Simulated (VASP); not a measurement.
# Nb (Im-3m) in VASP: density of states with PBE

Aim: the density of states of Nb with PBE.

Everything below comes from runs of VASP 6.6.1. Logs are shortened: lines on timing, memory, paths and dates and some standing lists are left out, and cuts for length are marked.

### Step 1. The cell of the first run

Symmetry: Im-3m, No. 229, cubic system. Conventional cell: a = 3.328 Å, b = 3.328 Å, c = 3.328 Å, α = 90.00°, β = 90.00°, γ = 90.00°. Nb (site symmetry m-3m) has 14 Nb at 2.88 to 3.33 Å within 3.8 Å.

### Step 2. Density of states, PBE, collinear spin, ferromagnetic start

POSCAR reads:

```
Nb
1.0
   -1.6639500000      1.6639500000      1.6639500000
    1.6639500000     -1.6639500000      1.6639500000
    1.6639500000      1.6639500000     -1.6639500000
Nb
1
Direct
    0.0000000000      0.0000000000      0.0000000000
```

INCAR.step1 reads:

```
PREC = Accurate
ENCUT = 520
EDIFF = 1E-6
ISMEAR = -1
SIGMA = 0.05
LREAL = F
LASPH = T
NELM = 150
ALGO = Normal
ISIF = 2
LWAVE = F
LCHARG = T
ISPIN = 2
MAGMOM = 1
LMAXMIX = 4
GGA = PE
NBANDS = 16
```

KPOINTS.step1 reads:

```
Automatic mesh
0
Gamma
  16 16 16
```

INCAR.step2 reads:

```
PREC = Accurate
ENCUT = 520
EDIFF = 1E-6
ISMEAR = -5
SIGMA = 0.05
LREAL = F
LASPH = T
NELM = 150
ALGO = Normal
ISIF = 2
LWAVE = F
LCHARG = F
ISPIN = 2
MAGMOM = 1
LORBIT = 11
LMAXMIX = 4
GGA = PE
NBANDS = 16
NEDOS = 2001
ICHARG = 11
```

KPOINTS.step2 reads:

```
Automatic mesh
0
Gamma
  24 24 24
```

Potentials or basis: VASP PAW PBE potentials, release 64 (Nb_sv).

Started as:

```bash
$ cat potpaw_PBE.64/Nb_sv/POTCAR > POTCAR
$ cp INCAR.step1 INCAR
$ cp KPOINTS.step1 KPOINTS
$ mpirun -np 1 vasp_std > vasp.out
$ cp INCAR.step2 INCAR
$ cp KPOINTS.step2 KPOINTS
$ mpirun -np 1 vasp_std > vasp.out
```

OUTCAR:

```text
PREC = Accurate
   ENCUT = 520
   EDIFF = 1E-6
   ISMEAR = -5
   LREAL = F
   LASPH = T
   NELM = 150
   ISIF = 2
   ISPIN = 2
   LORBIT = 11
   GGA = PE
   ICHARG = 11

 ion  position               nearest neighbor table
   1  0.000  0.000  0.000-

  LATTYP: Found a body centered cubic cell.
 ALAT       =     3.3279000000

  Lattice vectors:

 A1 = (  -1.6639500000,   1.6639500000,   1.6639500000)
 A2 = (   1.6639500000,  -1.6639500000,   1.6639500000)
 A3 = (   1.6639500000,   1.6639500000,  -1.6639500000)

Analysis of symmetry for initial positions (statically):
=====================================================================
 Subroutine PRICEL returns:
 Original cell was already a primitive cell.

 Routine SETGRP: Setting up the symmetry group for a
 body centered cubic supercell.

 Subroutine GETGRP returns: Found 48 space group operations
 (whereof 48 operations were pure point group operations)
 out of a pool of 48 trial point group operations.

The static configuration has the point symmetry O_h .

Analysis of symmetry for dynamics (positions and initial velocities):
=====================================================================
 Subroutine PRICEL returns:
 Original cell was already a primitive cell.

 Routine SETGRP: Setting up the symmetry group for a
 body centered cubic supercell.

 Subroutine GETGRP returns: Found 48 space group operations
 (whereof 48 operations were pure point group operations)
 out of a pool of 48 trial point group operations.

The dynamic configuration has the point symmetry O_h .

Analysis of structural, dynamic, and magnetic symmetry:
=====================================================================
 Subroutine PRICEL returns:
 Original cell was already a primitive cell.

 Routine SETGRP: Setting up the symmetry group for a
 body centered cubic supercell.

 Subroutine GETGRP returns: Found 48 space group operations
 (whereof 48 operations were pure point group operations)
 out of a pool of 48 trial point group operations.

The overall configuration has the point symmetry O_h .

 Subroutine INISYM returns: Found 48 space group operations
 (whereof 48 operations are pure point group operations),
 and found     1 'primitive' translations

----------------------------------------------------------------------------------------

                                     Primitive cell

  volume of cell :      18.4281

  direct lattice vectors                    reciprocal lattice vectors
    -1.663950000  1.663950000  1.663950000     0.000000000  0.300489798  0.300489798
     1.663950000 -1.663950000  1.663950000     0.300489798  0.000000000  0.300489798
     1.663950000  1.663950000 -1.663950000     0.300489798  0.300489798  0.000000000

  length of vectors
     2.882045941  2.882045941  2.882045941     0.424956748  0.424956748  0.424956748

  position of ions in fractional coordinates (direct lattice)
     0.000000000  0.000000000  0.000000000

  ion indices of the primitive-cell ions
   primitive index   ion index
                 1           1

----------------------------------------------------------------------------------------

 KPOINTS: Automatic mesh

Automatic generation of k-mesh.
 Grid dimensions read from file:
 generate k-points for:   24   24   24

 Generating k-lattice:

  Cartesian coordinates                     Fractional coordinates (reciprocal lattice)
     0.000000000  0.012520408  0.012520408     0.041666667  0.000000000  0.000000000
     0.012520408  0.000000000  0.012520408     0.000000000  0.041666667  0.000000000
     0.012520408  0.012520408  0.000000000     0.000000000  0.000000000  0.041666667

  Length of vectors
     0.017706531  0.017706531  0.017706531

  Shift w.r.t. Gamma in fractional coordinates (k-lattice)
     0.000000000  0.000000000  0.000000000

 TETIRR: Found  16469 inequivalent tetrahedra from    82944

 Subroutine IBZKPT returns following result:
 ===========================================

 Found    413 irreducible k-points:

 Following reciprocal coordinates:
            Coordinates               Weight
  0.000000  0.000000  0.000000      1.000000
  0.041667  0.000000  0.000000     12.000000
  0.083333  0.000000  0.000000     12.000000
  0.125000  0.000000  0.000000     12.000000
  0.166667  0.000000  0.000000     12.000000
  0.208333  0.000000  0.000000     12.000000
[... 16 lines left out ...]
  0.416667  0.041667  0.000000     48.000000
  0.458333  0.041667  0.000000     48.000000
 [... further k-points ...]
   k-points           NKPTS =    413   k-points in BZ     NKDIM =    413   number of bands    NBANDS=     16
   number of dos      NEDOS =   2001   number of ions     NIONS =      1
   total plane-waves  NPLWV =  13824
   dimension x,y,z NGX =    24 NGY =   24 NGZ =   24
   dimension x,y,z NGXF=    48 NGYF=   48 NGZF=   48
   ions per type =               1
   NGX,Y,Z   is equivalent  to a cutoff of  13.84, 13.84, 13.84 a.u.
   NGXF,Y,Z  is equivalent  to a cutoff of  27.69, 27.69, 27.69 a.u.
 SYSTEM =  unknown system
   PREC   = accura    normal or accurate (medium, high low for compatibility)
   ISTART =      0    job   : 0-new  1-cont  2-samecut
   ICHARG =     11    charge: 1-file 2-atom 10-const
   ISPIN  =      2    spin polarized calculation?
   LNONCOLLINEAR =      F non collinear calculations
   LSORBIT =      F    spin-orbit coupling
   LASPH  =      T    aspherical Exc in radial PAW
   ENCUT  =  520.0 eV  38.22 Ry    6.18 a.u.   5.36  5.36  5.36*2*pi/ulx,y,z
   NELM   =    150;   NELMIN=  2; NELMDL=  0     # of ELM steps
   EDIFF  = 0.1E-05   stopping-criterion for ELM
   LREAL  =      F    real-space projection
   EDIFFG = 0.1E-04   stopping-criterion for IOM
   NSW    =      0    number of steps for IOM
   IBRION =     -1    ionic relax: 0-MD 1-quasi-New 2-CG
   NFREE  =      0    steps in history (QN), initial steepest desc. (CG)
   ISIF   =      2    stress and relaxation
   ISYM   =      2    0-nonsym 1-usesym 2-fastsym
   POTIM  = 0.5000    time-step for ionic-motion
   TEBEG  =    0.0;   TEEND  =   0.0 temperature during run
   PSTRESS=    0.0 pullay stress
   NELECT =      13.0000    total number of electrons
   NUPDOWN=      -1.0000    fix difference up-down
   EMIN   =  10.00;   EMAX   =-10.00  energy-range for DOS
   EFERMI =   0.00;   METHOD = LEGACY
   ISMEAR =    -5;   SIGMA  =   0.05  broadening in eV -4-tet -1-fermi 0-gaus
   EFERMI_NEDOS =   21; number of points for ismear=-14 and -15
   IALGO  =     38    algorithm
   IMIX   =      4    mixing-type and parameters
     AMIX     =   0.40;   BMIX     =  1.00
     AMIX_MAG =   1.60;   BMIX_MAG =  1.00
  volume/ion in A,a.u.               =      18.43       124.36
  Fermi-wavevector in a.u.,A,eV,Ry     =   1.457345  2.753983 28.896790  2.123854
  Thomas-Fermi vector in A             =   2.574157
   LORBIT       =     11    0 simple, 1 ext, 2 COOP (PROOUT), +10 PAW based schemes
   GGA     = PE    functional components
   LHFCALC =     F    Hartree Fock is set to
   AEXX    =    0.0000 exact exchange contribution
   IVDW    =     0    specifies the selected vdW correction
   LEPSILON=     F    determine dielectric tensor
   LRPA    =     F    only Hartree local field effects (RPA)
 spin polarized calculation
 Fermi weights with tetrahedron method with Bloechl corrections
  energy-cutoff  :      520.00
  volume of cell :       18.43
 maximum number of plane-waves:       531
 NGX is ok and might be reduce to    24

 number of electron      12.9999999 magnetization      -0.0000683

 Free energy of the ion-electron system (eV)
  ---------------------------------------------------
  ext. energy  EPLUGINS =         0.00000000
  ---------------------------------------------------
  free energy    TOTEN  =       -10.21342823 eV

  energy without entropy =      -10.21342823  energy(sigma->0) =      -10.21342823

 E-fermi :  10.8533     XC(G=0): -12.3818

 val. band max:       10.9089744700   @ k =  -0.2083   0.2083   0.1250
 cond. band min:      10.8693916389   @ k =  -0.1250   0.1667   0.0417
 fundamental gap:     -0.0395828310
 Fermi energy:        10.8532573726

 spin component 1

 k-point     1 :       0.0000    0.0000    0.0000
  band No.  band energies     occupation
      1     -43.5309      1.00000
      2     -18.8756      1.00000
      3     -18.8756      1.00000
      4     -18.8756      1.00000
      5       4.9608      1.00000
      6      11.2380      0.00000
[... 8 lines left out ...]
     15      35.5442      0.00000
     16      38.4186      0.00000
[... 419 lines left out ...]
 k-point    24 :       0.4583    0.0417    0.0000
  band No.  band energies     occupation
      1     -43.3070      1.00000
      2     -20.1265      1.00000
      3     -19.2800      1.00000
      4     -18.8955      1.00000
      5       7.2897      1.00000
      6       9.2942      1.00000
[... 8 lines left out ...]
     15      34.7683      0.00000
     16      36.1243      0.00000

 [... further k-points ...]

 spin component 2

 k-point     1 :       0.0000    0.0000    0.0000
  band No.  band energies     occupation
      1     -43.5310      1.00000
      2     -18.8756      1.00000
      3     -18.8756      1.00000
      4     -18.8756      1.00000
      5       4.9607      1.00000
      6      11.2380      0.00000
[... 8 lines left out ...]
     15      35.5442      0.00000
     16      38.4186      0.00000
[... 419 lines left out ...]
 k-point    24 :       0.4583    0.0417    0.0000
  band No.  band energies     occupation
      1     -43.3071      1.00000
      2     -20.1265      1.00000
      3     -19.2801      1.00000
      4     -18.8956      1.00000
      5       7.2897      1.00000
      6       9.2941      1.00000
[... 8 lines left out ...]
     15      34.7682      0.00000
     16      36.1242      0.00000

 [... further k-points ...]

------------------------ aborting loop because EDIFF is reached ----------------------------------------

  FORCE on cell =-STRESS in cart. coord.  units (eV):
  Direction    XX          YY          ZZ          XY          YZ          ZX
  --------------------------------------------------------------------------------------
  -------------------------------------------------------------------------------------
  Total       -0.3866557     -0.3866557     -0.3866557      0.0000000     -0.0000000     -0.0000000
  in kB      -33.6166314    -33.6166314    -33.6166314      0.0000000     -0.0000000     -0.0000000
  external PRESSURE =     -33.6166314 kB  Pullay stress =       0.0000000 kB

 VOLUME and BASIS-vectors are now :
 -----------------------------------------------------------------------------
  energy-cutoff  :      520.00
  volume of cell :       18.43
      direct lattice vectors                 reciprocal lattice vectors
    -1.663950000  1.663950000  1.663950000     0.000000000  0.300489798  0.300489798
     1.663950000 -1.663950000  1.663950000     0.300489798  0.000000000  0.300489798
     1.663950000  1.663950000 -1.663950000     0.300489798  0.300489798  0.000000000

 POSITION                                       TOTAL-FORCE (eV/Angst)
 -----------------------------------------------------------------------------------
      0.00000      0.00000      0.00000        -0.000000     -0.000000     -0.000000
 -----------------------------------------------------------------------------------
    total drift:                                0.000000     -0.000000      0.000000

  FREE ENERGIE OF THE ION-ELECTRON SYSTEM (eV)
  ---------------------------------------------------
  free  energy   TOTEN  =       -10.2134282333 eV

  energy  without entropy=      -10.2134282333  energy(sigma->0) =      -10.21342823

 total charge

# of ion       s       p       d       tot
------------------------------------------
    1        2.218   5.995   2.477  10.690

 magnetization (x)

# of ion       s       p       d       tot
------------------------------------------
    1       -0.000  -0.000  -0.000  -0.000
```

It used 610 s of CPU time on 1 thread of AMD EPYC 7R13 Processor (Zen 3) (shared host).

What came out:

```yaml
Net_moment: 0.00 μB per cell
Valence_electrons_inside_the_program's_atomic_spheres: Nb 10.69
```

Caveat: tetrahedron occupations give inexact forces and stress in metals.
